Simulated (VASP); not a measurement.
# Cs3BiF6 (Fm-3m) in VASP: a series of runs

Cs3BiF6 is run at these levels: LDA; tasks: single point, relaxation of cell and atoms.

Everything below comes from runs of VASP 6.6.1. Logs are shortened: lines on timing, memory, paths and dates and some standing lists are left out, and cuts for length are marked.

**1. The cell of the first run**

The structure is cubic, space group Fm-3m (No. 225). Conventional cell: a = 9.830 Å, b = 9.830 Å, c = 9.830 Å, α = 90.00°, β = 90.00°, γ = 90.00°. Within 4.6 Å of Cs (site symmetry -43m) lie 12 F at 3.48 Å and 4 Cs at 4.26 Å and 4 Bi at 4.26 Å. Cs (site symmetry m-3m) has 6 F at 2.69 Å within 3.5 Å. Bi (site symmetry m-3m) has 6 F at 2.22 Å within 2.9 Å. Within 2.9 Å of F (site symmetry 4mm) lie 1 Bi at 2.22 Å and 1 Cs at 2.69 Å.

**2. Single point, LDA**

INCAR reads:

```
SYSTEM = Cs3BiF6
PREC = Accurate
ENCUT = 520
EDIFF = 1E-7
ISMEAR = 0
SIGMA = 0.01
LREAL = .False.
LASPH = .True.
NELM = 100
ALGO = Normal
ISIF = 2
LWAVE = .False.
LCHARG = .True.
GGA = CA
LELF = .True.
LVHAR = .True.
NBANDS = 53
```

KPOINTS reads:

```
Automatic mesh
0
Gamma
  3 3 3
  0 0 0
```

POSCAR reads:

```
Cs3BiF6
1.0
    0.0000000000      4.9151712207      4.9151712207
    4.9151712207      0.0000000000      4.9151712207
    4.9151712207      4.9151712207      0.0000000000
Cs Bi F
3 1 6
Direct
    0.7500000000      0.7500000000      0.7500000000
    0.2500000000      0.2500000000      0.2500000000
    0.5000000000      0.5000000000      0.5000000000
    0.0000000000      0.0000000000      0.0000000000
    0.7737446346      0.2262553654      0.2262553654
    0.2262553654      0.2262553654      0.7737446346
    0.2262553654      0.7737446346      0.7737446346
    0.2262553654      0.7737446346      0.2262553654
    0.7737446346      0.2262553654      0.7737446346
    0.7737446346      0.7737446346      0.2262553654
```

Potentials or basis: VASP PAW LDA potentials, release 64 (Cs_sv, Bi_d, F).

Started as:

```console
cat potpaw_LDA.64/Cs_sv/POTCAR potpaw_LDA.64/Bi_d/POTCAR potpaw_LDA.64/F/POTCAR > POTCAR
mpirun -np 1 vasp_std > vasp.out
```

OUTCAR:

```text
SYSTEM = Cs3BiF6
   PREC = Accurate
   ENCUT = 520
   EDIFF = 1E-7
   ISMEAR = 0
   LREAL = .False.
   LASPH = .True.
   NELM = 100
   ISIF = 2
   GGA = CA

 ion  position               nearest neighbor table
   1  0.750  0.750  0.750-
   2  0.250  0.250  0.250-
   3  0.500  0.500  0.500-
   4  0.000  0.000  0.000-   5 2.22   6 2.22   7 2.22   8 2.22   9 2.22  10 2.22
   5  0.774  0.226  0.226-   4 2.22
   6  0.226  0.226  0.774-   4 2.22
   7  0.226  0.774  0.774-   4 2.22
   8  0.226  0.774  0.226-   4 2.22
   9  0.774  0.226  0.774-   4 2.22
  10  0.774  0.774  0.226-   4 2.22

  LATTYP: Found a face centered cubic cell.
 ALAT       =     9.8303424414

  Lattice vectors:

 A1 = (   0.0000000000,   4.9151712207,   4.9151712207)
 A2 = (   4.9151712207,   0.0000000000,   4.9151712207)
 A3 = (   4.9151712207,   4.9151712207,   0.0000000000)

Analysis of symmetry for initial positions (statically):
=====================================================================
 Subroutine PRICEL returns:
 Original cell was already a primitive cell.

 Routine SETGRP: Setting up the symmetry group for a
 face centered cubic supercell.

 Subroutine GETGRP returns: Found 48 space group operations
 (whereof 48 operations were pure point group operations)
 out of a pool of 48 trial point group operations.

The static configuration has the point symmetry O_h .

Analysis of symmetry for dynamics (positions and initial velocities):
=====================================================================
 Subroutine PRICEL returns:
 Original cell was already a primitive cell.

 Routine SETGRP: Setting up the symmetry group for a
 face centered cubic supercell.

 Subroutine GETGRP returns: Found 48 space group operations
 (whereof 48 operations were pure point group operations)
 out of a pool of 48 trial point group operations.

The dynamic configuration has the point symmetry O_h .

 Subroutine INISYM returns: Found 48 space group operations
 (whereof 48 operations are pure point group operations),
 and found     1 'primitive' translations

----------------------------------------------------------------------------------------

                                     Primitive cell

  volume of cell :     237.4903

  direct lattice vectors                    reciprocal lattice vectors
[... 89 lines left out ...]
   ISYM   =      2    0-nonsym 1-usesym 2-fastsym
   POTIM  = 0.5000    time-step for ionic-motion
   TEBEG  =    0.0;   TEEND  =   0.0 temperature during run
   PSTRESS=    0.0 pullay stress
   NELECT =      84.0000    total number of electrons
   NUPDOWN=      -1.0000    fix difference up-down
   EMIN   =  10.00;   EMAX   =-10.00  energy-range for DOS
   EFERMI =   0.00;   METHOD = LEGACY
   ISMEAR =     0;   SIGMA  =   0.01  broadening in eV -4-tet -1-fermi 0-gaus
   EFERMI_NEDOS =   21; number of points for ismear=-14 and -15
   IALGO  =     38    algorithm
   IMIX   =      4    mixing-type and parameters
     AMIX     =   0.40;   BMIX     =  1.00
     AMIX_MAG =   1.60;   BMIX_MAG =  1.00
  volume/ion in A,a.u.               =      23.75       160.27
  Fermi-wavevector in a.u.,A,eV,Ry     =   1.157762  2.187853 18.237423  1.340413
  Thomas-Fermi vector in A             =   2.294370
   LORBIT       =      0    0 simple, 1 ext, 2 COOP (PROOUT), +10 PAW based schemes
   GGA     = CA    functional components
   LHFCALC =     F    Hartree Fock is set to
   AEXX    =    0.0000 exact exchange contribution
   IVDW    =     0    specifies the selected vdW correction
   LEPSILON=     F    determine dielectric tensor
   LRPA    =     F    only Hartree local field effects (RPA)
 non-spin polarized calculation
 Gauss-broadening in eV      SIGMA  =   0.01
  energy-cutoff  :      520.00
  volume of cell :      237.49
 maximum number of plane-waves:      6405
 NGX is ok and might be reduce to    54
   NGX = 25   NGY = 25   NGZ = 25

 number of electron      84.0000018 magnetization

 Free energy of the ion-electron system (eV)
  ---------------------------------------------------
  ext. energy  EPLUGINS =         0.00000000
  ---------------------------------------------------
  free energy    TOTEN  =       -47.64510567 eV

  energy without entropy =      -47.64510567  energy(sigma->0) =      -47.64510567

 E-fermi :   0.3060     XC(G=0):  -8.8677

 val. band max:        0.2392237961   @ k =   0.3333   0.0000   0.0000
 cond. band min:       4.5913720670   @ k =   0.0000   0.0000   0.0000
 fundamental gap:      4.3521482709
 Fermi energy:         0.3060211070

 k-point     1 :       0.0000    0.0000    0.0000
  band No.  band energies     occupation
      1     -21.9515      2.00000
      2     -21.9515      2.00000
      3     -21.2329      2.00000
      4     -21.0658      2.00000
      5     -21.0658      2.00000
      6     -21.0658      2.00000
[... 213 lines left out ...]
     52       7.2895      0.00000
     53       7.3810      0.00000

------------------------ aborting loop because EDIFF is reached ----------------------------------------

  FORCE on cell =-STRESS in cart. coord.  units (eV):
  Direction    XX          YY          ZZ          XY          YZ          ZX
  --------------------------------------------------------------------------------------
  -------------------------------------------------------------------------------------
  Total        0.1146397      0.1146397      0.1146397     -0.0000000      0.0000000     -0.0000000
  in kB        0.7733918      0.7733918      0.7733918     -0.0000000      0.0000000     -0.0000000
  external PRESSURE =       0.7733918 kB  Pullay stress =       0.0000000 kB

 VOLUME and BASIS-vectors are now :
 -----------------------------------------------------------------------------
  energy-cutoff  :      520.00
  volume of cell :      237.49
      direct lattice vectors                 reciprocal lattice vectors
     0.000000000  4.915171221  4.915171221    -0.101725856  0.101725856  0.101725856
     4.915171221  0.000000000  4.915171221     0.101725856 -0.101725856  0.101725856
     4.915171221  4.915171221  0.000000000     0.101725856  0.101725856 -0.101725856

 POSITION                                       TOTAL-FORCE (eV/Angst)
 -----------------------------------------------------------------------------------
      7.37276      7.37276      7.37276        -0.000000      0.000000      0.000000
      2.45759      2.45759      2.45759        -0.000000      0.000000      0.000000
      4.91517      4.91517      4.91517        -0.000000      0.000000      0.000000
      0.00000      0.00000      0.00000        -0.000000      0.000000      0.000000
      2.22417      4.91517      4.91517         0.030998      0.000000      0.000000
      4.91517      4.91517      2.22417        -0.000000      0.000000      0.030998
      7.60617      4.91517      4.91517        -0.030998      0.000000      0.000000
      4.91517      2.22417      4.91517        -0.000000      0.030998      0.000000
      4.91517      7.60617      4.91517        -0.000000     -0.030998      0.000000
      4.91517      4.91517      7.60617        -0.000000      0.000000     -0.030998
 -----------------------------------------------------------------------------------
    total drift:                               -0.000000     -0.000000     -0.000000

  FREE ENERGIE OF THE ION-ELECTRON SYSTEM (eV)
  ---------------------------------------------------
  free  energy   TOTEN  =       -47.6451056685 eV

  energy  without entropy=      -47.6451056685  energy(sigma->0) =      -47.64510567
```

OSZICAR:

```text
N       E                     dE             d eps       ncg     rms          rms(c)
DAV:   1     0.785099392537E+03    0.78510E+03   -0.41582E+04   424   0.151E+03
DAV:   2     0.287565944563E+02   -0.75634E+03   -0.72609E+03   525   0.370E+02
DAV:   3    -0.515717899287E+02   -0.80328E+02   -0.79744E+02   470   0.138E+02
DAV:   4    -0.541091929680E+02   -0.25374E+01   -0.25233E+01   520   0.280E+01
DAV:   5    -0.541926568451E+02   -0.83464E-01   -0.83380E-01   536   0.489E+00    0.136E+01
DAV:   6    -0.477572233415E+02    0.64354E+01   -0.23439E+01   550   0.346E+01    0.429E+00
DAV:   7    -0.478405789667E+02   -0.83356E-01   -0.43172E+00   520   0.807E+00    0.319E+00
DAV:   8    -0.476883014912E+02    0.15228E+00   -0.57867E-01   528   0.461E+00    0.910E-01
DAV:   9    -0.476444404613E+02    0.43861E-01   -0.12781E-01   584   0.258E+00    0.259E-01
DAV:  10    -0.476452473734E+02   -0.80691E-03   -0.21857E-02   608   0.805E-01    0.104E-01
DAV:  11    -0.476451459719E+02    0.10140E-03   -0.16245E-03   512   0.193E-01    0.423E-02
DAV:  12    -0.476451105806E+02    0.35391E-04   -0.14869E-04   568   0.775E-02    0.184E-02
DAV:  13    -0.476451059762E+02    0.46045E-05   -0.95598E-05   568   0.477E-02    0.754E-03
DAV:  14    -0.476451056816E+02    0.29461E-06   -0.11993E-05   520   0.178E-02    0.216E-03
DAV:  15    -0.476451056738E+02    0.77753E-08   -0.10109E-06   472   0.576E-03    0.666E-04
DAV:  16    -0.476451056685E+02    0.52951E-08   -0.70032E-08   272   0.200E-03
   1 F= -.47645106E+02 E0= -.47645106E+02  d E =-.700567E-22
```

Wall time 89 s (1 thread of Intel Xeon Platinum 8259CL at 2.50GHz (Skylake/Cascade Lake), shared host); peak memory 0.32 GiB.

Results:

```yaml
Free_energy: -47.6451 eV
Pressure: 0.1 GPa
Largest_force: 0.031 eV/Å
Band_gap_on_the_k_mesh: 4.35 eV, indirect (least direct gap 4.50 eV)
```

Forces in eV/Å, atoms in the order of the input:
```
Cs   0.000  0.000  0.000
Cs   0.000  0.000  0.000
Cs   0.000  0.000  0.000
Bi   0.000  0.000  0.000
F    0.031  0.000  0.000
F    0.000  0.000  0.031
F   -0.031  0.000  0.000
F    0.000  0.031  0.000
F    0.000 -0.031  0.000
F    0.000  0.000 -0.031
```

Caveat: spin-orbit coupling is left out, which moves the levels of the heavy elements.

**3. Relaxation of cell and atoms, LDA**

This run uses another cell than the first one, of 25.57 Å³/atom, 1.076 times its volume.

INCAR reads:

```
SYSTEM = Cs3BiF6
ALGO = Normal
EDIFF = 1E-6
EDIFFG = -0.02
ENCUT = 600
GGA = CA
IBRION = 2
ISIF = 3
ISMEAR = 0
LASPH = .TRUE.
LCHARG = .FALSE.
LREAL = .FALSE.
LWAVE = .FALSE.
NELM = 80
NSW = 80
PREC = Accurate
SIGMA = 0.01
```

KPOINTS reads:

```
k-points
0
G
  3 3 3
  0 0 0
```

POSCAR reads:

```
Cs3BiF6
1.0
    0.0000000000      5.0374344500      5.0374344500
    5.0374344500      0.0000000000      5.0374344500
    5.0374344500      5.0374344500      0.0000000000
Cs Bi F
3 1 6
Direct
    0.7500000000      0.7500000000      0.7500000000
    0.2500000000      0.2500000000      0.2500000000
    0.5000000000      0.5000000000      0.5000000000
    0.0000000000      0.0000000000      0.0000000000
    0.7764928600      0.2235071400      0.2235071400
    0.2235071400      0.2235071400      0.7764928600
    0.2235071400      0.7764928600      0.7764928600
    0.2235071400      0.7764928600      0.2235071400
    0.7764928600      0.2235071400      0.7764928600
    0.7764928600      0.7764928600      0.2235071400
```

Potentials or basis: VASP PAW LDA potentials, release 64 (Cs_sv, Bi_d, F).

Started as:

```console
cat potpaw_LDA.64/Cs_sv/POTCAR potpaw_LDA.64/Bi_d/POTCAR potpaw_LDA.64/F/POTCAR > POTCAR
mpirun -np 1 vasp_std > vasp.out
```

OUTCAR:

```text
SYSTEM = Cs3BiF6
   EDIFF = 1E-6
   EDIFFG = -0.02
   ENCUT = 600
   GGA = CA
   IBRION = 2
   ISIF = 3
   ISMEAR = 0
   LASPH = .TRUE.
   LREAL = .FALSE.
   NELM = 80
   NSW = 80
   PREC = Accurate

 ion  position               nearest neighbor table
   1  0.750  0.750  0.750-
   2  0.250  0.250  0.250-
   3  0.500  0.500  0.500-
   4  0.000  0.000  0.000-   5 2.25   6 2.25   7 2.25   8 2.25   9 2.25  10 2.25
   5  0.776  0.224  0.224-   4 2.25
   6  0.224  0.224  0.776-   4 2.25
   7  0.224  0.776  0.776-   4 2.25
   8  0.224  0.776  0.224-   4 2.25
   9  0.776  0.224  0.776-   4 2.25
  10  0.776  0.776  0.224-   4 2.25

  LATTYP: Found a face centered cubic cell.
 ALAT       =    10.0748689000

  Lattice vectors:

 A1 = (   0.0000000000,   5.0374344500,   5.0374344500)
 A2 = (   5.0374344500,   0.0000000000,   5.0374344500)
 A3 = (   5.0374344500,   5.0374344500,   0.0000000000)

Analysis of symmetry for initial positions (statically):
=====================================================================
 Subroutine PRICEL returns:
 Original cell was already a primitive cell.

 Routine SETGRP: Setting up the symmetry group for a
 face centered cubic supercell.

 Subroutine GETGRP returns: Found 48 space group operations
[... 9 lines left out ...]

 Routine SETGRP: Setting up the symmetry group for a
 face centered cubic supercell.

[... 130 lines left out ...]
 conjugate gradient relaxation of ions
 non-spin polarized calculation
 Gauss-broadening in eV      SIGMA  =   0.01
  energy-cutoff  :      600.00
  volume of cell :      255.66
 maximum number of plane-waves:      8609
 NGX is ok and might be reduce to    60
   NGX = 29   NGY = 29   NGZ = 29

--------------------------------------- Ionic step        1  -------------------------------------------

 number of electron      83.9999987 magnetization

 Free energy of the ion-electron system (eV)
  ---------------------------------------------------
  ext. energy  EPLUGINS =         0.00000000
  ---------------------------------------------------
  free energy    TOTEN  =       -47.54878715 eV

  energy without entropy =      -47.54878715  energy(sigma->0) =      -47.54878715

 E-fermi :  -0.2869     XC(G=0):  -8.5282

 val. band max:       -0.3689563714   @ k =   0.3333   0.0000   0.0000
 cond. band min:       3.9648936199   @ k =   0.0000   0.0000   0.0000
 fundamental gap:      4.3338499913
 Fermi energy:        -0.2869012013

 k-point     1 :       0.0000    0.0000    0.0000
  band No.  band energies     occupation
      1     -22.2603      2.00000
      2     -22.2603      2.00000
      3     -21.5522      2.00000
      4     -21.5522      2.00000
      5     -21.5522      2.00000
      6     -21.3910      2.00000
[... 376 lines left out ...]
--------------------------------------- Ionic step        5  -------------------------------------------

 number of electron      84.0000013 magnetization

 Free energy of the ion-electron system (eV)
  ---------------------------------------------------
  ext. energy  EPLUGINS =         0.00000000
  ---------------------------------------------------
  free energy    TOTEN  =       -47.68245362 eV

  energy without entropy =      -47.68245362  energy(sigma->0) =      -47.68245362

 E-fermi :   0.3259     XC(G=0):  -8.8831

 val. band max:        0.2613382503   @ k =   0.3333   0.0000   0.0000
 cond. band min:       4.6204977287   @ k =   0.0000   0.0000   0.0000
 fundamental gap:      4.3591594783
 Fermi energy:         0.3259284652

 k-point     1 :       0.0000    0.0000    0.0000
  band No.  band energies     occupation
      1     -21.9401      2.00000
      2     -21.9401      2.00000
      3     -21.2270      2.00000
      4     -21.0496      2.00000
      5     -21.0496      2.00000
      6     -21.0496      2.00000
[... 238 lines left out ...]
  FREE ENERGIE OF THE ION-ELECTRON SYSTEM (eV)
  ---------------------------------------------------
  free  energy   TOTEN  =       -47.6824536183 eV

  energy  without entropy=      -47.6824536183  energy(sigma->0) =      -47.68245362

 reached required accuracy - stopping structural energy minimisation
```

OSZICAR:

```text
N       E                     dE             d eps       ncg     rms          rms(c)
DAV:   1     0.842715877123E+03    0.84272E+03   -0.43989E+04   400   0.175E+03
DAV:   2     0.369075225020E+02   -0.80581E+03   -0.78585E+03   522   0.394E+02
DAV:   3    -0.510770112203E+02   -0.87985E+02   -0.87594E+02   410   0.152E+02
[... 46 lines left out ...]
DAV:   4    -0.476824761967E+02    0.18416E-02   -0.10175E-02   560   0.110E+00    0.955E-02
DAV:   5    -0.476824676493E+02    0.85473E-05   -0.20528E-03   548   0.316E-01    0.337E-02
DAV:   6    -0.476824665089E+02    0.11404E-05   -0.17989E-04   582   0.755E-02    0.242E-02
DAV:   7    -0.476824536130E+02    0.12896E-04   -0.56511E-05   542   0.626E-02    0.535E-03
DAV:   8    -0.476824536183E+02   -0.53269E-08   -0.51454E-06   456   0.204E-02
   5 F= -.47682454E+02 E0= -.47682454E+02  d E =-.367007E-01
```

Wall time 5 min (1 thread of Intel Xeon Platinum 8259CL at 2.50GHz (Skylake/Cascade Lake), shared host); peak memory 0.42 GiB.

What came out:

```
Free energy                            : -47.6825 eV
Relaxed volume                         : 23.67 Å³/atom
Relaxed cell                           : a = 6.943 Å, b = 6.943 Å, c = 6.943 Å, α = 60.00°, β = 60.00°, γ = 60.00°
Space group after relaxing (to 0.05 Å) : Fm-3m (No. 225)
Energy gained by relaxing              : 13.4 meV/atom
Ionic steps                            : 5
Pressure after relaxing                : 0.1 GPa
Largest force after relaxing           : 0.020 eV/Å
Band gap on the k mesh                 : 4.36 eV, indirect (least direct gap 4.51 eV)
```

Forces in eV/Å, atoms in the order of the input:
```
Cs   0.000  0.000  0.000
Cs   0.000  0.000  0.000
Cs   0.000  0.000  0.000
Bi   0.000  0.000  0.000
F    0.020  0.000  0.000
F    0.000  0.000  0.020
F   -0.020  0.000  0.000
F    0.000  0.020  0.000
F    0.000 -0.020  0.000
F    0.000  0.000 -0.020
```

The path:
```
step  energy change (eV)  largest force (eV/Å)  pressure (GPa)  volume (Å³)
   1              0.0000                0.0384           -2.19       255.66
   2             -0.0966                0.3504           -0.20       242.96
   3             -0.0970                0.3782           -0.05       242.15
   4             -0.1271                0.1712            0.03       238.96
   5             -0.1337                0.0196            0.10       236.70
```

Final structure:
```
Cs Bi F
1.0
     0.00000    4.90970    4.90970
     4.90970    0.00000    4.90970
     4.90970    4.90970    0.00000
Cs Bi F
3 1 6
Direct
  0.75000 0.75000 0.75000
  0.25000 0.25000 0.25000
  0.50000 0.50000 0.50000
  0.00000 0.00000 0.00000
  0.77356 0.22644 0.22644
  0.22644 0.22644 0.77356
  0.22644 0.77356 0.77356
  0.22644 0.77356 0.22644
  0.77356 0.22644 0.77356
  0.77356 0.77356 0.22644
```

Levels at points of the mesh, in eV from the valence-band top:
```csv
k point,band 40,band 41,band 42,band 43,band 44,band 45
"(0.00, 0.00, 0.00)",-2.41,-2.41,-0.47,4.36,4.97,4.97
```

Caveat: spin-orbit coupling is left out, which moves the levels of the heavy elements.
